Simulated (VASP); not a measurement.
# BAs (F-43m) in VASP: a series of runs, part 2 of 2

VASP 6.6.1. The steps go on from the part before.

## (4) Single point, r2SCAN

This run uses another cell than the first one, of 13.99 Å³/atom, 1.023 times its volume.

POSCAR

```
BAs
1.0
    0.0000000000      2.4096270000      2.4096270000
    2.4096270000      0.0000000000      2.4096270000
    2.4096270000      2.4096270000      0.0000000000
B As
1 1
Direct
    0.2500000000      0.2500000000      0.2500000000
    0.0000000000      0.0000000000      0.0000000000
```

INCAR.step1

```
SYSTEM = BAs
ALGO = Normal
EDIFF = 1E-5
ENCUT = 550
GGA = PE
GGA_COMPAT = .False.
ISMEAR = 0
LASPH = .True.
LCHARG = .False.
LREAL = .False.
LWAVE = .True.
NBANDS = 11
NELM = 120
PREC = Accurate
SIGMA = 0.1
```

INCAR.step2

```
SYSTEM = BAs
ALGO = Normal
EDIFF = 1E-6
ENCUT = 550
GGA_COMPAT = .False.
ISIF = 2
ISMEAR = 0
ISTART = 1
LASPH = .True.
LCHARG = .False.
LMIXTAU = .True.
LREAL = .False.
LWAVE = .False.
METAGGA = R2SCAN
NBANDS = 11
NELM = 120
PREC = Accurate
SIGMA = 0.1
```

KPOINTS

```
k-points
0
Gamma
  6 6 6
  0 0 0
```

Potentials or basis: VASP PAW PBE potentials, release 64 (B, As).

Started as:

```bash
$ cat potpaw_PBE.64/B/POTCAR potpaw_PBE.64/As/POTCAR > POTCAR
$ cp INCAR.step1 INCAR
$ mpirun -np 1 vasp_std > vasp.out
$ cp INCAR.step2 INCAR
$ mpirun -np 1 vasp_std > vasp.out
```

OUTCAR:

```text
SYSTEM = BAs
   EDIFF = 1E-6
   ENCUT = 550
   ISIF = 2
   ISMEAR = 0
   ISTART = 1
   LASPH = .True.
   LREAL = .False.
   METAGGA = R2SCAN
   NELM = 120
   PREC = Accurate

 ion  position               nearest neighbor table
   1  0.250  0.250  0.250-   2 2.09   2 2.09   2 2.09   2 2.09
   2  0.000  0.000  0.000-   1 2.09   1 2.09   1 2.09   1 2.09

  LATTYP: Found a face centered cubic cell.
 ALAT       =     4.8192540000

  Lattice vectors:

 A1 = (   0.0000000000,   2.4096270000,   2.4096270000)
 A2 = (   2.4096270000,   0.0000000000,   2.4096270000)
 A3 = (   2.4096270000,   2.4096270000,   0.0000000000)

Analysis of symmetry for initial positions (statically):
=====================================================================
 Subroutine PRICEL returns:
 Original cell was already a primitive cell.

 Routine SETGRP: Setting up the symmetry group for a
 face centered cubic supercell.

 Subroutine GETGRP returns: Found 24 space group operations
 (whereof 24 operations were pure point group operations)
 out of a pool of 48 trial point group operations.

The static configuration has the point symmetry T_d .

[... 163 lines left out ...]
      3       5.7363      2.00000
      4       5.7363      2.00000
      5       9.1510      0.00000
      6       9.1510      0.00000
      7       9.1510      0.00000
      8      10.5387      0.00000
      9      15.9681      0.00000
     10      19.0706      0.00000
     11      19.0706      0.00000
[... 197 lines left out ...]
 k-point    16 :      -0.3333    0.5000    0.1667
  band No.  band energies     occupation
      1      -5.7432      2.00000
      2      -2.8705      2.00000
      3       0.4891      2.00000
      4       0.6914      2.00000
      5       9.7995      0.00000
      6      10.0248      0.00000
      7      14.7471      0.00000
      8      15.0502      0.00000
      9      18.6763      0.00000
     10      21.9495      0.00000
     11      22.2608      0.00000

------------------------ aborting loop because EDIFF is reached ----------------------------------------

  FORCE on cell =-STRESS in cart. coord.  units (eV):
  Direction    XX          YY          ZZ          XY          YZ          ZX
  --------------------------------------------------------------------------------------
  -------------------------------------------------------------------------------------
  Total       -0.4814695     -0.4814695     -0.4814695      0.0000000      0.0000000     -0.0000000
  in kB      -27.5676597    -27.5676597    -27.5676597      0.0000000      0.0000000     -0.0000000
  external PRESSURE =     -27.5676597 kB  Pullay stress =       0.0000000 kB

 VOLUME and BASIS-vectors are now :
 -----------------------------------------------------------------------------
  energy-cutoff  :      550.00
  volume of cell :       27.98
      direct lattice vectors                 reciprocal lattice vectors
     0.000000000  2.409627000  2.409627000    -0.207500995  0.207500995  0.207500995
     2.409627000  0.000000000  2.409627000     0.207500995 -0.207500995  0.207500995
     2.409627000  2.409627000  0.000000000     0.207500995  0.207500995 -0.207500995

 POSITION                                       TOTAL-FORCE (eV/Angst)
 -----------------------------------------------------------------------------------
      1.20481      1.20481      1.20481         0.000000      0.000000      0.000000
      0.00000      0.00000      0.00000        -0.000000     -0.000000     -0.000000
 -----------------------------------------------------------------------------------
    total drift:                                0.000000      0.000000      0.000000

  FREE ENERGIE OF THE ION-ELECTRON SYSTEM (eV)
  ---------------------------------------------------
  free  energy   TOTEN  =       -22.2335873886 eV

  energy  without entropy=      -22.2335873886  energy(sigma->0) =      -22.23358739
```

OUTCAR.step1:

```text
SYSTEM = BAs
   EDIFF = 1E-5
   ENCUT = 550
   GGA = PE
   ISMEAR = 0
   LASPH = .True.
   LREAL = .False.
[... 434 lines left out ...]
      1.20481      1.20481      1.20481        -0.000000     -0.000000      0.000000
      0.00000      0.00000      0.00000         0.000000      0.000000     -0.000000
 -----------------------------------------------------------------------------------
    total drift:                                0.000000      0.000000      0.000000

  FREE ENERGIE OF THE ION-ELECTRON SYSTEM (eV)
  ---------------------------------------------------
  free  energy   TOTEN  =       -11.3953833965 eV

  energy  without entropy=      -11.3953833965  energy(sigma->0) =      -11.39538340
```

OSZICAR.step1:

```text
N       E                     dE             d eps       ncg     rms          rms(c)
DAV:   1     0.964478255119E+01    0.96448E+01   -0.40425E+03   352   0.673E+02
DAV:   2    -0.114285775418E+02   -0.21073E+02   -0.20443E+02   461   0.108E+02
DAV:   3    -0.119882911658E+02   -0.55971E+00   -0.55875E+00   439   0.145E+01
DAV:   4    -0.119895612488E+02   -0.12701E-02   -0.12700E-02   387   0.841E-01
DAV:   5    -0.119895633476E+02   -0.20988E-05   -0.20987E-05   418   0.348E-02    0.476E+00
DAV:   6    -0.114553384323E+02    0.53422E+00   -0.15173E+00   376   0.493E+00    0.231E+00
DAV:   7    -0.114013693601E+02    0.53969E-01   -0.17399E-01   406   0.206E+00    0.967E-01
DAV:   8    -0.113948978125E+02    0.64715E-02   -0.19970E-02   394   0.802E-01    0.964E-02
DAV:   9    -0.113952150267E+02   -0.31721E-03   -0.80009E-04   400   0.160E-01    0.561E-02
DAV:  10    -0.113953774273E+02   -0.16240E-03   -0.19886E-04   372   0.861E-02    0.118E-02
DAV:  11    -0.113953833965E+02   -0.59691E-05   -0.54509E-06   397   0.157E-02
   1 F= -.11395383E+02 E0= -.11395383E+02  d E =-.235760E-13
```

Run time: 23 s. Hardware: 1 thread of AMD EPYC 9R45 (Zen 5), shared host; peak memory 0.13 GiB.

What came out:

```
Free energy            : -22.2336 eV
Pressure               : -2.8 GPa
Band gap on the k mesh : 1.49 eV, indirect (least direct gap 3.41 eV)
```

Caveat: the PAW data sets were made with another functional, which shifts forces and pressure a little. A k mesh can miss the band edges.

## (5) Overview

```csv
task,cell,k mesh,cutoff (eV),smearing,gap on the mesh (eV),pressure (GPa)
single point,"a = 3.383 Å, angles 60.0°, 2 atoms",10 × 10 × 10,520,gaussian 0.02 eV,1.37,0.3
relaxation of cell and atoms,"relaxed from a = 3.408 Å, angles 60.0°, 2 atoms",10 × 10 × 10,600,gaussian 0.02 eV,1.38,0.0
single point,"a = 3.408 Å, angles 60.0°, 2 atoms",6 × 6 × 6,550,gaussian 0.1 eV,1.49,-2.8
```

Alike in all rows: level r2SCAN; potentials or basis VASP PAW PBE potentials, release 64 (B, As); no spin polarisation.

Caveats: the PAW data sets were made with another functional, which shifts forces and pressure a little.

Total energies depend on the potentials used, so only differences within one code and one set of settings carry meaning.
